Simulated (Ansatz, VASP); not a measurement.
## Two plane-wave programs on W

INCAR

```
SYSTEM = W
ALGO     = Normal         ! electronic algorithm
EDIFF    = 1E-6           ! SCF threshold, eV
ENCUT    = 500            ! plane-wave cutoff, eV
GGA      = PE             ! functional
GGA_COMPAT= .FALSE.      
ISIF     = 2              ! what is computed and relaxed
ISMEAR   = 0              ! smearing method
LASPH    = .TRUE.         ! aspherical terms in the spheres
LCHARG   = .FALSE.        ! write CHGCAR
LREAL    = .FALSE.        ! projectors in reciprocal space
LWAVE    = .FALSE.        ! write WAVECAR
NBANDS   = 21             ! bands
NELM     = 120            ! most SCF steps
PREC     = Accurate       ! precision mode
SIGMA    = 0.1            ! smearing width, eV
```

File KPOINTS:

```
k-points
0
G
  9 9 4
  0 0 0
```

POSCAR

```
W
1.0
    2.8225222493      0.0000000000      0.0000000000
   -1.4112611246      2.4443759706      0.0000000000
    0.0000000000      0.0000000000      4.6091788331
W
2
Direct
    0.3333333333      0.6666666667      0.2500000000
    0.6666666667      0.3333333333      0.7500000000
```

Input for Ansatz:

```yaml
crystal:
  lattice:
    - [2.8225222493, 0.0, 0.0]
    - [-1.4112611246, 2.4443759706, 0.0]
    - [0.0, 0.0, 4.6091788331]
  atoms:
    - { symbol: W, position: [0.3333333333, 0.6666666667, 0.25] }
    - { symbol: W, position: [0.6666666667, 0.3333333333, 0.75] }
basis:
  ecutwfc: 420
kpoints:
  mp_grid: { grid: [9, 9, 4] }
hamiltonian:
  xc: pbe
scf:
  occupations: { method: gaussian, width: 0.1 }
output:
  forces: true
  stress: true
  eigenvalues: true
```

Alike in both runs: task single point; functional PBE; k mesh 9 × 9 × 4; occupations gaussian, width 0.1 eV; no spin polarisation.

|  | VASP | Ansatz |
| --- | --- | --- |
| version | VASP 6.6.1 | Ansatz 0.2.0 |
| potentials or method | VASP PAW PBE potentials, release 64 (W_sv), cutoff 500 eV | scalar-relativistic, plane waves, PAW |
| valence electrons in the cell | 28 | 28 |

```csv
,VASP,Ansatz,Ansatz less VASP
gap on the k mesh at the Fermi level (eV),none,none,-
pressure (GPa),10.9,10.3,-0.62
"traceless stress, the component that is largest in VASP (GPa)",11.99,11.89,-0.099
```

A gap of «none» marks a metal or a gap that the smearing closes.

Spin-orbit coupling is off throughout.
